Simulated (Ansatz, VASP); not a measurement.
# Two plane-wave programs on TaH

```xyz
4
Lattice="1.7732 -2.4067 0.0000 1.7732 2.4067 0.0000 0.0000 0.0000 4.8581" Properties=species:S:1:pos:R:3 pbc="T T T"
Ta    0.8866    1.2033    0.0000
Ta    0.8866   -1.2033    2.4291
H     0.0000    0.0000    1.2145
H     0.0000    0.0000    3.6436
```

Alike in both runs: functional PBE; k mesh 7 × 7 × 4; occupations gaussian, width 0.2 eV; no spin polarisation.

Ansatz relaxed the structure, and its values are those at the end. VASP's run is a single point on that final structure, the one shown.

```csv
,VASP,Ansatz
version,VASP 6.6.1,Ansatz 0.2.0
potentials or method,"VASP PAW PBE potentials, release 64 (Ta_pv, H), cutoff 520 eV","scalar-relativistic, plane waves, PAW"
valence electrons in the cell,24,28
```

|  | VASP | Ansatz | Ansatz less VASP |
| --- | --- | --- | --- |
| gap on the k mesh at the Fermi level (eV) | none | none | - |
| pressure (GPa) | 0.2 | 0.0 | -0.15 |

A gap of «none» marks a metal or a gap that the smearing closes. VASP's potentials hold 24 valence electrons a cell and Ansatz's 28, so a difference there can come from the potentials and not from the codes.

Neither program's run includes spin-orbit coupling.
